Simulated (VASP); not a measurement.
A run of VASP 6.6.1 is set up as follows.

The input INCAR:

```
PREC = Accurate ; ENCUT = 520
EDIFF = 1E-7 ; ISMEAR = -1
SIGMA = 0.15 ; LREAL = False
LASPH = True ; NELM = 100
ALGO = Normal ; ISIF = 2
LWAVE = False ; LCHARG = True
GGA = PS ; LELF = True
LVHAR = True ; NBANDS = 14
```

KPOINTS

```
regular mesh
0
Gamma
  16 16 16
```

Contents of POSCAR:

```
HfN
1.0
    0.0000000000      2.2511636239      2.2511636239
    2.2511636239      0.0000000000      2.2511636239
    2.2511636239      2.2511636239      0.0000000000
Hf N
1 1
Direct
    0.0000000000      0.0000000000      0.0000000000
    0.5000000000      0.5000000000      0.5000000000
```

Potentials or basis: VASP PAW PBE potentials, release 64 (Hf_pv, N).

Run with:

```bash
$ cat potpaw_PBE.64/Hf_pv/POTCAR potpaw_PBE.64/N/POTCAR > POTCAR
$ mpirun -np 1 vasp_std > vasp.out
```

**Question.** Predict the band gap on the k mesh.

**Answer.** Zero (an odd number of electrons rules out a gap without spin polarisation).

**Question.** Estimate the pressure.

**Answer.** -2.2 GPa.

Caveat: the PAW data sets were made with another functional, which shifts forces and pressure a little; spin-orbit coupling is left out, which moves the levels of the heavy elements.
